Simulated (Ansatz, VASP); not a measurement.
**One calculation of NaCl, two programs**

```
Na Cl
1.0
     2.86950    0.00000    0.00000
     0.00000    2.86950    0.00000
     0.00000    0.00000    2.86950
Na Cl
1 1
Direct
  0.00000 0.00000 0.00000
  0.50000 0.50000 0.50000
```

Change from the starting cell: volume scaled by 1.01.

Alike in both runs: task single point; functional PBEsol; k mesh 9 × 9 × 9; occupations fermi-dirac, width 0.03 eV; no spin polarisation.

|  | VASP | Ansatz |
| --- | --- | --- |
| version | VASP 6.6.1 | Ansatz 0.2.0 |
| potentials or method | VASP PAW PBE potentials, release 64 (Na_pv, Cl), cutoff 520 eV | all-electron LAPW, scalar-relativistic |

Ansatz gave:

- gap on the k mesh at the Fermi level (eV): 4.54
- pressure (GPa): 57.1

**Question.** Estimate VASP's values.

**Answer.** gap on the k mesh at the Fermi level (eV): 4.59; pressure (GPa): 57.7.

VASP's potentials were made for PBE, not for PBEsol. Both programs put the cell under a high pressure, so it lies far from rest at this level. Ansatz ran all-electron here, and VASP with PAW potentials.
